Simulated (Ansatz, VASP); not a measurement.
# Two plane-wave programs on HgTe

```
CELL_PARAMETERS angstrom
3.22599 -3.17403 0.00000
3.22599 3.17403 0.00000
0.00000 0.00000 5.87818
ATOMIC_POSITIONS crystal
Hg 0.33194 0.66806 0.75000
Hg 0.66806 0.33194 0.25000
Te 0.77075 0.22925 0.75000
Te 0.22925 0.77075 0.25000
```

Change from the starting cell: strain +0.0875 x Voigt [1, -1, 0, 0, 0, 0], atoms carried along.

Alike in both runs: task single point; functional PBE; k mesh 10 × 10 × 8; occupations gaussian, width 0.15 eV; no spin polarisation.

|  | VASP | Ansatz |
| --- | --- | --- |
| version | VASP 6.6.1 | Ansatz 0.2.0 |
| potentials or method | VASP PAW PBE potentials, release 64 (Hg, Te), cutoff 520 eV | scalar-relativistic, plane waves, PAW |
| valence electrons in the cell | 36 | 72 |

|  | VASP | Ansatz | Ansatz less VASP |
| --- | --- | --- | --- |
| gap on the k mesh at the Fermi level (eV) | none | none | - |
| pressure (GPa) | 0.8 | 0.7 | -0.11 |
| traceless stress, the component that is largest in VASP (GPa) | -3.15 | -3.09 | +0.066 |
| rms of the force components (eV/Å) | 0.381 | 0.371 | -0.0105 |

Atom by atom the forces differ by 0.011 eV/Å (rms over components). A gap of «none» marks a metal or a gap that the smearing closes. The functional is the same, so the differences come from potentials, cutoffs and numerics. VASP's potentials hold 36 valence electrons a cell and Ansatz's 72, so a difference there can come from the potentials and not from the codes.

Neither program's run includes spin-orbit coupling.
